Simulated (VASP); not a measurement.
# Cu (P6_3/mmc) in VASP: further runs, part 2 of 2

VASP 6.6.1. The steps go on from the part before.

## 3. Single point, r2SCAN

This run uses another cell than the first one, of 11.45 Å³/atom.

POSCAR

```
Cu
1.0
    2.5305027365      0.0000000000      0.0000000000
   -1.2652513682      2.1914796541      0.0000000000
    0.0000000000      0.0000000000      4.1298555597
Cu
2
Direct
    0.3333333333      0.6666666667      0.2500000000
    0.6666666667      0.3333333333      0.7500000000
```

INCAR.step1

```
SYSTEM = Cu
PREC     = Accurate       ! precision mode
ENCUT    = 520            ! plane-wave cutoff, eV
ISMEAR   = 0              ! smearing method
SIGMA    = 0.1            ! smearing width, eV
LREAL    = .FALSE.        ! projectors in reciprocal space
LASPH    = .TRUE.         ! aspherical terms in the spheres
NELM     = 100            ! most SCF steps
NBANDS   = 18             ! bands
GGA      = PE             ! functional
ALGO     = Normal         ! electronic algorithm
EDIFF    = 1E-4           ! SCF threshold, eV
LWAVE    = .TRUE.         ! write WAVECAR
LCHARG   = .FALSE.        ! write CHGCAR
```

INCAR.step2

```
SYSTEM = Cu
PREC     = Accurate       ! precision mode
ENCUT    = 520            ! plane-wave cutoff, eV
EDIFF    = 1E-6           ! SCF threshold, eV
ISMEAR   = 0              ! smearing method
SIGMA    = 0.1            ! smearing width, eV
LREAL    = .FALSE.        ! projectors in reciprocal space
LASPH    = .TRUE.         ! aspherical terms in the spheres
NELM     = 100            ! most SCF steps
ALGO     = Normal         ! electronic algorithm
ISIF     = 2              ! what is computed and relaxed
LWAVE    = .FALSE.        ! write WAVECAR
LCHARG   = .FALSE.        ! write CHGCAR
METAGGA  = R2SCAN         ! meta-GGA
LMIXTAU  = .TRUE.       
NBANDS   = 18             ! bands
ISTART   = 1
```

KPOINTS

```
Automatic mesh
0
G
  18 18 10
  0 0 0
```

Potentials or basis: VASP PAW PBE potentials, release 64 (Cu).

Run with:

```bash
> cat potpaw_PBE.64/Cu/POTCAR > POTCAR
> cp INCAR.step1 INCAR
> mpirun -np 1 vasp_std > vasp.out
> cp INCAR.step2 INCAR
> mpirun -np 1 vasp_std > vasp.out
```

Run time: 3.2 min. Hardware: 1 thread of Intel Xeon 6975P-C (Granite Rapids), shared host; peak memory 0.19 GiB.

It converged, with:

```
Free energy            : -21.6319 eV
Pressure               : 0.8 GPa
Band gap on the k mesh : zero (bands 11 and 12 overlap by 6.39 eV)
```

Levels at points of the mesh, in eV from the Fermi level:
```csv
k point,band 8,band 9,band 10,band 11,band 12,band 13,band 14,band 15
"(0.00, 0.00, 0.00)",-2.60,-2.60,-1.81,-1.81,-1.07,4.20,22.46,23.30
"(0.50, 0.00, 0.00)",-1.70,-1.66,-1.60,0.04,1.76,8.32,8.84,11.27
"(0.00, 0.00, 0.50)",-3.16,-2.05,-2.05,-2.05,-2.05,13.33,13.33,23.21
"(0.50, 0.00, 0.50)",-1.99,-1.64,-1.64,0.54,0.54,5.32,5.32,17.27
```

Caveat: the PAW data sets were made with another functional, which shifts forces and pressure a little.

## 4. Single point, r2SCAN

This run uses another cell than the first one: it holds 6 atoms, not 2.

POSCAR

```
Cu
1.0
    0.0000000000      0.0000000000      4.1496111123
    3.7864448089      2.1861049297      0.0000000000
   -3.7864448089      2.1861049297      0.0000000000
Cu
6
Direct
    0.2500000000      0.3333333333      0.3333333333
    0.2500000000      0.6666666667      0.0000000000
    0.2500000000      0.0000000000      0.6666666667
    0.7500000000      0.3333333333      1.0000000000
    0.7500000000      0.6666666667      0.6666666667
    0.7500000000      0.0000000000      0.3333333333
```

INCAR.step1

```
ALGO = Normal
EDIFF = 1E-4
ENCUT = 520
GGA = PE
ISMEAR = 0
LASPH = T
LCHARG = F
LREAL = F
LWAVE = T
NBANDS = 42
NELM = 80
PREC = Accurate
SIGMA = 0.1
```

INCAR.step2

```
ALGO = Normal
EDIFF = 1E-7
ENCUT = 520
ISIF = 2
ISMEAR = 0
ISTART = 1
LASPH = T
LCHARG = F
LMIXTAU = T
LREAL = F
LWAVE = F
METAGGA = R2SCAN
NBANDS = 42
NELM = 80
PREC = Accurate
SIGMA = 0.1
```

KPOINTS

```
k-points
0
Gamma
  8 12 12
```

Run with:

```bash
> cat potpaw_PBE.64/Cu/POTCAR > POTCAR
> cp INCAR.step1 INCAR
> mpirun -np 1 vasp_std > vasp.out
> cp INCAR.step2 INCAR
> mpirun -np 1 vasp_std > vasp.out
```

Wall time 7.9 min (1 thread of Intel Xeon 6975P-C (Granite Rapids), shared host); peak memory 0.33 GiB.

The run converged. Its results:

```yaml
Free_energy: -64.9122 eV
Pressure: 0.7 GPa
Band_gap_on_the_k_mesh: zero (bands 33 and 34 overlap by 5.68 eV)
```

Levels at points of the mesh, in eV from the Fermi level:
```tsv
k point	band 29	band 30	band 31	band 32	band 33	band 34	band 35	band 36	band 37	band 38
(0.00, 0.00, 0.00)	-1.88	-1.84	-1.84	-1.17	3.22	3.22	3.77	3.77	3.77	3.77
(0.50, 0.00, 0.00)	-1.80	-1.80	-1.80	-1.80	4.35	4.35	4.35	4.35	5.88	5.88
(0.00, 0.50, 0.00)	-1.78	-1.73	-1.71	-1.63	0.02	1.76	3.78	3.78	5.15	5.15
(0.50, 0.50, 0.00)	-1.67	-1.67	-1.33	-1.33	-1.33	-1.33	0.52	0.52	5.31	5.31
```

Caveat: the PAW data sets were made with another functional, which shifts forces and pressure a little.

## 5. Relaxation of shape and atoms at fixed volume, r2SCAN (10.42 Å³/atom)

This run uses another cell than the first one, of 10.42 Å³/atom.

POSCAR

```
Cu
1.0
    2.4521890119      0.0000000000      0.0000000000
   -1.2260945059      2.1236579792      0.0000000000
    0.0000000000      0.0000000000      4.0020452373
Cu
2
Direct
    0.3333333333      0.6666666667      0.2500000000
    0.6666666667      0.3333333333      0.7500000000
```

INCAR.step1

```
ALGO = Normal
EDIFF = 1E-4
ENCUT = 600
GGA = PE
ISMEAR = 0
LASPH = True
LCHARG = False
LREAL = False
LWAVE = True
NELM = 100
PREC = Accurate
SIGMA = 0.1
```

INCAR.step2

```
ALGO = Normal
EDIFF = 1E-6
EDIFFG = -0.01
ENCUT = 600
IBRION = 2
ISIF = 4
ISMEAR = 0
ISTART = 1
LASPH = True
LCHARG = False
LMIXTAU = True
LREAL = False
LWAVE = False
METAGGA = R2SCAN
NELM = 100
NSW = 50
PREC = Accurate
SIGMA = 0.1
```

KPOINTS

```
k-points
0
Gamma
  18 18 10
```

Run with:

```bash
> cat potpaw_PBE.64/Cu/POTCAR > POTCAR
> cp INCAR.step1 INCAR
> mpirun -np 1 vasp_std > vasp.out
> cp INCAR.step2 INCAR
> mpirun -np 1 vasp_std > vasp.out
```

Wall time 4.8 min (1 thread of Oxide Virtual Turin-like, shared host); peak memory 0.17 GiB.

Results (log left out):

```yaml
Free_energy: -21.5073 eV
Pressure_after_relaxing: 20.1 GPa
Band_gap_on_the_k_mesh: zero (bands 11 and 12 overlap by 6.80 eV)
```

Final structure:
```
Cu
1.0
     2.45219    0.00000    0.00000
    -1.22609    2.12366    0.00000
     0.00000    0.00000    4.00205
Cu
2
Cartesian
  0.0000 1.4158 1.0005
  1.2261 0.7079 3.0015
```

Levels at points of the mesh, in eV from the Fermi level:
| k point | band 8 | band 9 | band 10 | band 11 | band 12 | band 13 | band 14 | band 15 |
| --- | --- | --- | --- | --- | --- | --- | --- | --- |
| (0.00, 0.00, 0.00) | -2.85 | -2.85 | -1.93 | -1.93 | -1.37 | 4.73 | 23.24 | 24.87 |
| (0.50, 0.00, 0.00) | -1.81 | -1.76 | -1.69 | 0.03 | 1.98 | 8.81 | 9.47 | 11.90 |
| (0.00, 0.00, 0.50) | -3.50 | -2.20 | -2.20 | -2.20 | -2.20 | 14.19 | 14.19 | 24.03 |
| (0.50, 0.00, 0.50) | -2.16 | -1.73 | -1.73 | 0.45 | 0.45 | 5.89 | 5.89 | 18.34 |

Caveat: the PAW data sets were made with another functional, which shifts forces and pressure a little.

## 6. Relaxation of shape and atoms at fixed volume, r2SCAN (10.76 Å³/atom)

This run uses another cell than the first one, of 10.76 Å³/atom.

POSCAR

```
Cu
1.0
    2.4788453287      0.0000000000      0.0000000000
   -1.2394226643      2.1467430267      0.0000000000
    0.0000000000      0.0000000000      4.0455491373
Cu
2
Direct
    0.3333333333      0.6666666667      0.2500000000
    0.6666666667      0.3333333333      0.7500000000
```

INCAR.step1

```
PREC = Accurate
ENCUT = 600
ISMEAR = 0
SIGMA = 0.1
LREAL = False
LASPH = True
NELM = 100
GGA = PE
ALGO = Normal
EDIFF = 1E-4
LWAVE = True
LCHARG = False
```

INCAR.step2

```
PREC = Accurate
ENCUT = 600
EDIFF = 1E-6
ISMEAR = 0
SIGMA = 0.1
LREAL = False
LASPH = True
NELM = 100
ALGO = Normal
ISIF = 4
LWAVE = False
LCHARG = False
METAGGA = R2SCAN
LMIXTAU = True
IBRION = 2
NSW = 50
EDIFFG = -0.01
ISTART = 1
```

KPOINTS

```
regular mesh
0
Gamma
  18 18 10
```

Potentials or basis: VASP PAW PBE potentials, release 64 (Cu).

Run with:

```bash
> cat potpaw_PBE.64/Cu/POTCAR > POTCAR
> cp INCAR.step1 INCAR
> mpirun -np 1 vasp_std > vasp.out
> cp INCAR.step2 INCAR
> mpirun -np 1 vasp_std > vasp.out
```

Run time: 3.7 min. Hardware: 1 thread of Oxide Virtual Turin-like, shared host; peak memory 0.17 GiB.

Results (log left out):

```yaml
Free_energy: -21.5773 eV
Pressure_after_relaxing: 12.5 GPa
Band_gap_on_the_k_mesh: zero (bands 11 and 12 overlap by 6.66 eV)
```

Stress tensor (GPa, compression positive):
```
12.49  0.00  0.00
 0.00 12.49  0.00
 0.00  0.00 12.40
```

Final structure:
```xyz
2
Lattice="2.4788 0.0000 0.0000 -1.2394 2.1467 0.0000 0.0000 0.0000 4.0455" Properties=species:S:1:pos:R:3 pbc="T T T"
Cu    0.0000    1.4312    1.0114
Cu    1.2394    0.7156    3.0342
```

Levels at points of the mesh, in eV from the Fermi level:
```
           k point  band 7  band 8  band 9  band 10  band 11  band 12  band 13  band 14  band 15
(0.00, 0.00, 0.00)   -3.08   -2.76   -2.76    -1.89    -1.89    -1.27     4.54    22.97    24.32
(0.50, 0.00, 0.00)   -3.04   -1.77   -1.72    -1.65     0.03     1.90     8.64     9.25    11.68
(0.00, 0.00, 0.50)   -3.38   -3.38   -2.14    -2.14    -2.14    -2.14    13.89    13.89    23.75
(0.50, 0.00, 0.50)   -2.09   -2.09   -1.70    -1.70     0.48     0.48     5.69     5.69    17.97
```

Caveat: the PAW data sets were made with another functional, which shifts forces and pressure a little.

## 7. The runs side by side

| task | level | U | cell | k mesh | cutoff (eV) | gap on the mesh (eV) | pressure (GPa) |
| --- | --- | --- | --- | --- | --- | --- | --- |
| single point | r2SCAN+U | Cu d U = 5.0 eV | a = 2.545, b = 2.545, c = 4.151 Å, angles 90.0, 90.0, 120.0°, 2 atoms, atomic positions A | 18 × 18 × 10 | 520 | none | -3.6 |
| single point | r2SCAN | - | a = 2.531, b = 2.531, c = 4.130 Å, angles 90.0, 90.0, 120.0°, 2 atoms, atomic positions A | 18 × 18 × 10 | 520 | none | 0.8 |
| single point | r2SCAN | - | a = 4.150, b = 4.372, c = 4.372 Å, angles 120.0, 90.0, 90.0°, 6 atoms, atomic positions B | 8 × 12 × 12 | 520 | none | 0.7 |
| relaxation of shape and atoms at fixed volume | r2SCAN | - | relaxed from a = 2.452, b = 2.452, c = 4.002 Å, angles 90.0, 90.0, 120.0°, 2 atoms, atomic positions A | 18 × 18 × 10 | 600 | none | 20.1 |
| relaxation of shape and atoms at fixed volume | r2SCAN | - | relaxed from a = 2.479, b = 2.479, c = 4.046 Å, angles 90.0, 90.0, 120.0°, 2 atoms, atomic positions A | 18 × 18 × 10 | 600 | none | 12.5 |

Alike in all rows: potentials or basis VASP PAW PBE potentials, release 64 (Cu); no spin polarisation; smearing gaussian 0.1 eV.

Caveats: the PAW data sets were made with another functional, which shifts forces and pressure a little; the cell stands under tension (at least some runs); U without spin polarisation on a metal has little footing (at least some runs); the U is typed as a test and isn't derived for this compound (at least some runs).

Absolute energies hang on the potentials; compare differences alone.
